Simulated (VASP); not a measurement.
Wanted: the native input for a VASP 6.6.1 run.

```yaml
Task: single point
Functional: PBEsol
Potentials_or_basis: VASP PAW PBE potentials, release 64 (Mg, O)
Cutoff: 520 eV
k_mesh: 10 × 10 × 10
Occupations: gaussian, width 0.01 eV
Spin: no spin polarisation
Dipole_correction: no
Further_INCAR_settings: ALGO = Normal; EDIFF = 1e-06; NBANDS = 11
```

The structure of MgO lies in POSCAR:

```
MgO
1.0
    0.0000000000      2.1071401257      2.1071401257
    2.1071401257      0.0000000000      2.1071401257
    2.1071401257      2.1071401257      0.0000000000
Mg O
1 1
Direct
   -0.0023728844     -0.0023728844     -0.0023728844
    0.5000000000      0.5000000000      0.5000000000
```

This cell differs from its parent crystal: atom 1 moved by [-0.01, -0.01, -0.01] A.

One way to write it, as run:

INCAR

```
SYSTEM = MgO
  PREC = Accurate
  ENCUT = 520
  EDIFF = 1E-6
  ISMEAR = 0
  SIGMA = 0.01
  LREAL = .FALSE.
  LASPH = .TRUE.
  NELM = 60
  ALGO = Normal
  ISIF = 2
  LWAVE = .FALSE.
  LCHARG = .FALSE.
  GGA = PS
  NBANDS = 11
```

KPOINTS

```
regular mesh
0
G
  10 10 10
  0 0 0
```

Potentials or basis: VASP PAW PBE potentials, release 64 (Mg, O).

The run is started by

```console
$ cat potpaw_PBE.64/Mg/POTCAR potpaw_PBE.64/O/POTCAR > POTCAR
$ mpirun -np 1 vasp_std > vasp.out
```

Results of the run:

```json
{
 "Pressure": "-0.5 GPa",
 "Largest force": "0.093 eV/Å",
 "Band gap on the k mesh": "4.62 eV, direct"
}
```

Caveat: the cell differs from its parent crystal (atom 1 moved by [-0.01, -0.01, -0.01] A); the PAW data sets were made with another functional, which shifts forces and pressure a little.

It took 27 s on 1 thread of Intel(R) Xeon(R) Platinum 8375C CPU @ 2.90GHz (Ice Lake) (shared host), peak memory 0.16 GiB.
